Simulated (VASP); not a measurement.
**Sn: single point with r2SCAN**

Sn:

```
Sn
1.0
    -2.18722    2.18722    1.42169
     2.18722   -2.18722    1.42169
     2.18722    2.18722   -1.42169
Sn
1
Direct
  0.00000 0.00000 0.00000
```

This cell differs from its parent crystal: ratio of the length along z to the lengths across it x 0.65, volume and fractional coordinates fixed.

| Property | Result |
| --- | --- |
| Program | VASP 6.6.1 |
| Task | single point |
| Functional | r2SCAN |
| Potentials or basis | VASP PAW PBE potentials, release 64 (Sn_d) |
| Cutoff | 520 eV |
| k mesh | 20 × 20 × 20 |
| Occupations | gaussian, width 0.15 eV |
| Spin | no spin polarisation |

```yaml
Pressure: 4.6 GPa
Band_gap_on_the_k_mesh: zero (bands 7 and 8 overlap by 8.45 eV)
```

Stress tensor (GPa, compression positive):
```
-0.26  0.00  0.00
 0.00 -0.26  0.00
 0.00  0.00 14.39
```

Levels at points of the mesh, in eV from the Fermi level:
```csv
k point,band 4,band 5,band 6,band 7,band 8,band 9,band 10,band 11
"(0.00, 0.00, 0.00)",-22.19,-22.19,-11.94,4.62,4.62,8.10,9.30,13.41
"(0.50, 0.00, 0.00)",-22.20,-21.99,-4.69,-4.40,3.15,3.66,7.10,7.43
"(0.50, 0.50, 0.00)",-22.20,-22.11,-8.95,-5.35,7.04,10.36,11.94,12.02
"(0.50, 0.50, 0.50)",-22.12,-22.12,-5.73,-3.01,-3.01,2.65,7.68,11.51
```

Wall time 18 min on 1 thread of Intel Xeon 8259CL, with other jobs on the host, peak memory 0.34 GiB.

Caveat: the cell stands under pressure; the PAW data sets were made with another functional, which shifts forces and pressure a little; spin-orbit coupling is left out, which moves the levels of the heavy elements.
